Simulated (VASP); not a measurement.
# Tl12Cl11 (a cell with a defect) in VASP: single point with PBEsol

Aim: the single point of Tl12Cl11 (a cell with a defect) with PBEsol.

All numbers are computed with VASP 6.6.1; they aren't measurements. Logs are shortened: lines on timing, memory, paths and dates and some standing lists are left out, and cuts for length are marked.

### Step 1. The cell of the first run

The cell holds a defect, 23 atoms: a = 9.233 Å, b = 9.233 Å, c = 9.233 Å, α = 80.41°, β = 70.53°, γ = 60.00°.

### Step 2. Single point, PBEsol

INCAR reads:

```
SYSTEM = Tl12Cl11
PREC = Accurate
ENCUT = 400
EDIFF = 1E-6
ISMEAR = 0
SIGMA = 0.05
LREAL = .FALSE.
LASPH = .TRUE.
NELM = 120
ALGO = Normal
ISIF = 2
LWAVE = .FALSE.
LCHARG = .FALSE.
GGA = PS
NELECT = 232.0
NBANDS = 134
GGA_COMPAT = .FALSE.
KPAR = 4
```

KPOINTS reads:

```
Automatic mesh
0
G
  4 4 4
  0 0 0
```

POSCAR reads:

```
Tl12Cl11
1.0
   -3.7693046137     -7.5386092274     -3.7693046137
    3.7693046137     -3.7693046137     -7.5386092274
    3.7693046137     -7.5386092274      3.7693046137
Tl Cl
12 11
Direct
    0.6751887313      0.6666667350     -0.0161536427
    0.5850096970      0.3185192292      0.2417577891
    0.4983236810      0.0148141383      0.5082422214
    0.4081446246      0.6666666466      0.7661537196
    0.3345734946      0.3297450841     -0.0037461154
    0.2368621912      0.0148141383      0.2417577891
    0.0856814319      0.3297450841      0.7537461259
    0.9976518798      0.0035882834     -0.0037461817
    0.7487598835      0.0035882834      0.7537461259
    0.1482281147      0.6666666466      0.5085126957
    0.9351051749      0.6666667350      0.2414873148
    0.8464710984      0.3185191407      0.5082422214
    0.4598355694      0.3396887396      0.6192296031
    0.3739155214      0.0021691004      0.8749999902
    0.2963110656      0.6666666466      0.1260067967
    0.2081668452      0.3336663202      0.3750000053
    0.1328575740     -0.0063553721      0.6192296031
    0.9504757156      0.3396886511      0.1307704074
    0.8751665107     -0.0003330411      0.3750000716
    0.6234978086     -0.0063553721      0.1307704074
    0.0416666820      0.6666666466      0.8750000565
    0.7870222240      0.6666667350      0.6239932139
    0.7094179008      0.3311641787      0.8749999902
```

Potentials or basis: VASP PAW PBE potentials, release 64 (Tl_d, Cl).

The run is started by

```sh
> cat potpaw_PBE.64/Tl_d/POTCAR potpaw_PBE.64/Cl/POTCAR > POTCAR
> mpirun -np 4 vasp_std > vasp.out
```

OUTCAR:

```text
SYSTEM = Tl12Cl11
   PREC = Accurate
   ENCUT = 400
   EDIFF = 1E-6
   ISMEAR = 0
   LREAL = .FALSE.
   LASPH = .TRUE.
   NELM = 120
   ISIF = 2
   GGA = PS
   NELECT = 232.0

 ion  position               nearest neighbor table
   1  0.675  0.667  0.984-  22 3.13  21 3.19  14 3.25  23 3.25  20 3.27  18 3.27  15 3.30   4 3.66
                             9 3.69   7 3.69  11 3.90   6 3.94   2 3.94
   2  0.585  0.319  0.242-  20 3.14  23 3.20  16 3.22  19 3.23  18 3.28  15 3.28  13 3.29   3 3.63
                             8 3.67   5 3.70   1 3.94  10 3.96  12 3.98
   3  0.498  0.015  0.508-  13 3.14  14 3.20  19 3.22  16 3.23  17 3.28  22 3.28  20 3.29   2 3.63
                             7 3.67   9 3.70   4 3.94  11 3.96   6 3.98
   4  0.408  0.667  0.766-  15 3.13  21 3.19  23 3.25  14 3.25  13 3.27  17 3.27  22 3.30   1 3.66
                             5 3.69   8 3.69  10 3.90  12 3.94   3 3.94
   5  0.335  0.330  0.996-  14 3.21  21 3.27  23 3.27  13 3.28  16 3.30  18 3.30  20 3.31  15 3.33
                             6 3.67   4 3.69   2 3.70  11 3.70   7 3.70   9 3.71
   6  0.237  0.015  0.242-  18 3.14  14 3.20  19 3.22  16 3.23  20 3.28  15 3.28  17 3.29  12 3.63
                             5 3.67   8 3.70   1 3.94  10 3.96   3 3.98
   7  0.086  0.330  0.754-  14 3.21  21 3.27  23 3.27  18 3.28  16 3.30  13 3.30  17 3.31  22 3.33
                             3 3.67   1 3.69  12 3.70  10 3.70   5 3.70   8 3.71
   8  0.998  0.004  0.996-  23 3.21  21 3.27  14 3.27  17 3.28  19 3.30  20 3.30  18 3.31  15 3.33
                             2 3.67   4 3.69   6 3.70  11 3.70   9 3.70   7 3.71
   9  0.749  0.004  0.754-  23 3.21  21 3.27  14 3.27  20 3.28  19 3.30  17 3.30  13 3.31  22 3.33
[... 25 lines left out ...]
  22  0.787  0.667  0.624-   1 3.13  10 3.14   3 3.28  12 3.28   4 3.30   9 3.33   7 3.33  11 3.34

  23  0.709  0.331  0.875-  12 3.20   2 3.20   9 3.21   8 3.21   4 3.25   1 3.25   5 3.27   7 3.27

  LATTYP: Found a base centered monoclinic cell.
 ALAT       =     9.2328729887
 B/A-ratio  =     1.7320508076
 C/A-ratio  =     1.0000000000
 COS(beta)  =    -0.3333333333

  Lattice vectors:

 A1 = (   7.5386092274,   3.7693046137,  -3.7693046137)
 A2 = (  -3.7693046137,   3.7693046137,   7.5386092274)
 A3 = (   3.7693046137,  -7.5386092274,   3.7693046137)

Analysis of symmetry for initial positions (statically):
=====================================================================
 Subroutine PRICEL returns:
 Original cell was already a primitive cell.

 Routine SETGRP: Setting up the symmetry group for a
 base centered monoclinic supercell.

 Subroutine GETGRP returns: Found  4 space group operations
 (whereof  1 operations were pure point group operations)
 out of a pool of  4 trial point group operations.

The static configuration has the point symmetry C_1 .
 The point group associated with its full space group is C_2h.

Analysis of symmetry for dynamics (positions and initial velocities):
=====================================================================
 Subroutine PRICEL returns:
 Original cell was already a primitive cell.

 Routine SETGRP: Setting up the symmetry group for a
 base centered monoclinic supercell.

 Subroutine GETGRP returns: Found  4 space group operations
 (whereof  1 operations were pure point group operations)
 out of a pool of  4 trial point group operations.

The dynamic configuration has the point symmetry C_1 .
 The point group associated with its full space group is C_2h.

 Subroutine INISYM returns: Found  4 space group operations
 (whereof  1 operations are pure point group operations),
 and found     1 'primitive' translations

----------------------------------------------------------------------------------------

                                     Primitive cell

  volume of cell :     642.6359

  direct lattice vectors                    reciprocal lattice vectors
    -3.769304614 -7.538609227 -3.769304614    -0.110542052 -0.066325231 -0.022108410
     3.769304614 -3.769304614 -7.538609227     0.088433642  0.000000000 -0.088433642
     3.769304614 -7.538609227  3.769304614     0.066325231 -0.066325231  0.066325231

  length of vectors
     9.232872989  9.232872989  9.232872989     0.130795120  0.125064055  0.114878670

  position of ions in fractional coordinates (direct lattice)
     0.675188731  0.666666735  0.983846357
     0.585009697  0.318519229  0.241757789
     0.498323681  0.014814138  0.508242221
     0.408144625  0.666666647  0.766153720
     0.334573495  0.329745084  0.996253885
     0.236862191  0.014814138  0.241757789
[... 15 lines left out ...]
     0.787022224  0.666666735  0.623993214
     0.709417901  0.331164179  0.874999990

  ion indices of the primitive-cell ions
   primitive index   ion index
                 1           1
                 2           2
                 3           3
                 4           4
                 5           5
                 6           6
[... 15 lines left out ...]
                22          22
                23          23

----------------------------------------------------------------------------------------

 KPOINTS: Automatic mesh

Automatic generation of k-mesh.
 Grid dimensions read from file:
 generate k-points for:    4    4    4

 Generating k-lattice:

  Cartesian coordinates                     Fractional coordinates (reciprocal lattice)
    -0.027635513 -0.016581308 -0.005527103     0.250000000 -0.000000000 -0.000000000
     0.022108410  0.000000000 -0.022108410     0.000000000  0.250000000  0.000000000
     0.016581308 -0.016581308  0.016581308     0.000000000  0.000000000  0.250000000

  Length of vectors
     0.032698780  0.031266014  0.028719668

  Shift w.r.t. Gamma in fractional coordinates (k-lattice)
     0.000000000  0.000000000  0.000000000

 Subroutine IBZKPT returns following result:
 ===========================================

 Found     24 irreducible k-points:

 Following reciprocal coordinates:
            Coordinates               Weight
  0.000000  0.000000  0.000000      1.000000
  0.250000  0.000000  0.000000      4.000000
  0.500000  0.000000  0.000000      2.000000
  0.000000  0.250000  0.000000      2.000000
  0.500000  0.250000  0.000000      2.000000
 -0.250000  0.250000  0.000000      4.000000
[... 16 lines left out ...]
 -0.250000  0.250000  0.500000      4.000000
  0.000000  0.500000  0.500000      1.000000
   k-points           NKPTS =     24   k-points in BZ     NKDIM =     24   number of bands    NBANDS=    134
   number of dos      NEDOS =    301   number of ions     NIONS =     23
   total plane-waves  NPLWV = 216000
   dimension x,y,z NGX =    60 NGY =   60 NGZ =   60
   dimension x,y,z NGXF=   120 NGYF=  120 NGZF=  120
   ions per type =              12  11
   NGX,Y,Z   is equivalent  to a cutoff of  10.80, 10.80, 10.80 a.u.
   NGXF,Y,Z  is equivalent  to a cutoff of  21.61, 21.61, 21.61 a.u.
 SYSTEM =  Tl12Cl11
   PREC   = accura    normal or accurate (medium, high low for compatibility)
   ISTART =      0    job   : 0-new  1-cont  2-samecut
   ICHARG =      2    charge: 1-file 2-atom 10-const
   ISPIN  =      1    spin polarized calculation?
   LNONCOLLINEAR =      F non collinear calculations
   LSORBIT =      F    spin-orbit coupling
   LASPH  =      T    aspherical Exc in radial PAW
   ENCUT  =  400.0 eV  29.40 Ry    5.42 a.u.  15.06 15.06 15.06*2*pi/ulx,y,z
   NELM   =    120;   NELMIN=  2; NELMDL= -5     # of ELM steps
   EDIFF  = 0.1E-05   stopping-criterion for ELM
   LREAL  =      F    real-space projection
   EDIFFG = 0.1E-04   stopping-criterion for IOM
   NSW    =      0    number of steps for IOM
   IBRION =     -1    ionic relax: 0-MD 1-quasi-New 2-CG
   NFREE  =      0    steps in history (QN), initial steepest desc. (CG)
   ISIF   =      2    stress and relaxation
   ISYM   =      2    0-nonsym 1-usesym 2-fastsym
   POTIM  = 0.5000    time-step for ionic-motion
   TEBEG  =    0.0;   TEEND  =   0.0 temperature during run
   PSTRESS=    0.0 pullay stress
   NELECT =     232.0000    total number of electrons
   NUPDOWN=      -1.0000    fix difference up-down
   EMIN   =  10.00;   EMAX   =-10.00  energy-range for DOS
   EFERMI =   0.00;   METHOD = LEGACY
   ISMEAR =     0;   SIGMA  =   0.05  broadening in eV -4-tet -1-fermi 0-gaus
   EFERMI_NEDOS =   21; number of points for ismear=-14 and -15
   IALGO  =     38    algorithm
   IMIX   =      4    mixing-type and parameters
     AMIX     =   0.40;   BMIX     =  1.00
     AMIX_MAG =   1.60;   BMIX_MAG =  1.00
  volume/ion in A,a.u.               =      27.94       188.55
  Fermi-wavevector in a.u.,A,eV,Ry     =   1.165688  2.202832 18.488000  1.358830
  Thomas-Fermi vector in A             =   2.302211
   LORBIT       =      0    0 simple, 1 ext, 2 COOP (PROOUT), +10 PAW based schemes
   GGA     = PS    functional components
   LHFCALC =     F    Hartree Fock is set to
   AEXX    =    0.0000 exact exchange contribution
   IVDW    =     0    specifies the selected vdW correction
   LEPSILON=     F    determine dielectric tensor
   LRPA    =     F    only Hartree local field effects (RPA)
 non-spin polarized calculation
 Gauss-broadening in eV      SIGMA  =   0.05
  energy-cutoff  :      400.00
  volume of cell :      642.64
 maximum number of plane-waves:     11699
   NGX = 31   NGY = 31   NGZ = 31

 number of electron     232.0000002 magnetization

 Free energy of the ion-electron system (eV)
  ---------------------------------------------------
  ext. energy  EPLUGINS =         0.00000000
  ---------------------------------------------------
  free energy    TOTEN  =       -77.87636373 eV

  energy without entropy =      -77.87636373  energy(sigma->0) =      -77.87636373

 E-fermi :   3.1450     XC(G=0):  -9.3487

 val. band max:        2.9095861368   @ k =   0.5000  -0.0000   0.5000
 cond. band min:       4.6542851617   @ k =   0.5000  -0.0000   0.5000
 fundamental gap:      1.7446990250
 Fermi energy:         3.1449820236

 k-point     1 :       0.0000    0.0000    0.0000
  band No.  band energies     occupation
      1     -11.1267      2.00000
      2     -10.8598      2.00000
      3     -10.8528      2.00000
      4     -10.8054      2.00000
      5     -10.8021      2.00000
      6     -10.7857      2.00000
[... 3133 lines left out ...]
    127       6.8186      0.00000
    128       6.9455      0.00000
 [bands above 128 left out]

------------------------ aborting loop because EDIFF is reached ----------------------------------------

  FORCE on cell =-STRESS in cart. coord.  units (eV):
  Direction    XX          YY          ZZ          XY          YZ          ZX
  --------------------------------------------------------------------------------------
  -------------------------------------------------------------------------------------
  Total       -8.8404535     -8.7822318     -8.8404535     -0.0168314     -0.0168313      0.0346011
  in kB      -22.0404356    -21.8952810    -22.0404356     -0.0419628     -0.0419627      0.0862651
  external PRESSURE =     -21.9920507 kB  Pullay stress =       0.0000000 kB

 VOLUME and BASIS-vectors are now :
 -----------------------------------------------------------------------------
  energy-cutoff  :      400.00
  volume of cell :      642.64
      direct lattice vectors                 reciprocal lattice vectors
    -3.769304614 -7.538609227 -3.769304614    -0.110542052 -0.066325231 -0.022108410
     3.769304614 -3.769304614 -7.538609227     0.088433642  0.000000000 -0.088433642
     3.769304614 -7.538609227  3.769304614     0.066325231 -0.066325231  0.066325231

 POSITION                                       TOTAL-FORCE (eV/Angst)
 -----------------------------------------------------------------------------------
      3.67629    -15.01969     -3.86232        -0.000956     -0.002810     -0.000956
     -0.09322     -7.43327     -3.69501         0.011393     -0.011623      0.004401
      0.09322     -7.64395     -0.07429        -0.011393      0.011623     -0.004401
      3.86232    -11.36545     -3.67629         0.000956      0.002810      0.000956
      3.73698    -11.27550      0.00826         0.004081     -0.007211      0.008256
      0.07429     -3.66397     -0.09322         0.004401     -0.011623      0.011393
[... 15 lines left out ...]
      1.89836    -13.14996     -5.64025        -0.001484      0.005608     -0.001484
      1.87239    -13.19257     -1.87239        -0.010452      0.000000      0.010452
 -----------------------------------------------------------------------------------
    total drift:                               -0.004302      0.004680      0.003560

  FREE ENERGIE OF THE ION-ELECTRON SYSTEM (eV)
  ---------------------------------------------------
  free  energy   TOTEN  =       -77.8763637267 eV

  energy  without entropy=      -77.8763637267  energy(sigma->0) =      -77.87636373
```

Run time: 9.9 min. Hardware: 4 MPI ranks of Intel Xeon Platinum 8375C at 2.90GHz (Ice Lake), shared host; peak memory 1.1 GiB.

Results:

```
Free energy   : -77.8764 eV
Largest force : 0.017 eV/Å
```

Forces in eV/Å, atoms in the order of the input:
```
Tl  -0.001 -0.003 -0.001
Tl   0.011 -0.012  0.004
Tl  -0.011  0.012 -0.004
Tl   0.001  0.003  0.001
Tl   0.004 -0.007  0.008
Tl   0.004 -0.012  0.011
Tl  -0.008  0.007 -0.004
Tl   0.008 -0.007  0.004
Tl  -0.004  0.007 -0.008
Tl  -0.003  0.003 -0.003
Tl   0.003 -0.003  0.003
Tl  -0.004  0.012 -0.011
Cl  -0.004  0.000 -0.011
Cl   0.010  0.000 -0.010
Cl   0.001 -0.006  0.001
Cl  -0.003  0.000  0.003
Cl  -0.011  0.000 -0.004
Cl   0.011  0.000  0.004
Cl   0.003  0.000 -0.003
Cl   0.004  0.000  0.011
Cl   0.000  0.000  0.000
Cl  -0.001  0.006 -0.001
Cl  -0.010  0.000  0.010
```

Caveat: the cell carries a net charge on a neutralising background, which shifts energy and pressure; the cell is charged against a uniform background, so pressure and absolute levels hang on convention; the PAW data sets were made with another functional, which shifts forces and pressure a little; spin-orbit coupling is left out, which moves the levels of the heavy elements.
